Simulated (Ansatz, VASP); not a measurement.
# Ti12H: VASP beside Ansatz

```
CELL_PARAMETERS angstrom
5.90000 0.00000 0.00000
-4.42500 7.66432 0.00000
0.00000 0.00000 4.68460
ATOMIC_POSITIONS crystal
Ti 0.00095 0.00027 0.99539
Ti 0.16360 0.21906 0.49950
Ti 0.00543 0.33117 0.99876
Ti 0.17404 0.55832 0.50425
Ti 0.00308 0.67091 0.00454
Ti 0.16716 0.88977 0.50319
Ti 0.49918 0.99935 0.99683
Ti 0.66315 0.21810 0.49551
Ti 0.49238 0.33081 0.99562
Ti 0.66105 0.55791 0.50074
Ti 0.50274 0.67006 0.00021
Ti 0.66535 0.88884 0.50453
H 0.83279 0.44473 0.24986
```

Alike in both runs: functional PBE; dispersion D3(BJ); k mesh 3 × 2 × 4; occupations gaussian, width 0.05 eV; no spin polarisation.

Ansatz relaxed the structure, and its values are those at the end. VASP's run is a single point on that final structure, the one shown.

```csv
,VASP,Ansatz
version,VASP 6.6.1,Ansatz 0.2.0
potentials or method,"VASP PAW PBE potentials, release 64 (Ti_sv, H), cutoff 520 eV","scalar-relativistic, plane waves, PAW"
valence electrons in the cell,145,145
```

|  | VASP | Ansatz | Ansatz less VASP |
| --- | --- | --- | --- |
| rms of the force components (eV/Å) | 0.008 | 0.008 | -0.0006 |

The k mesh is coarse, so the values compare programs but aren't converged.
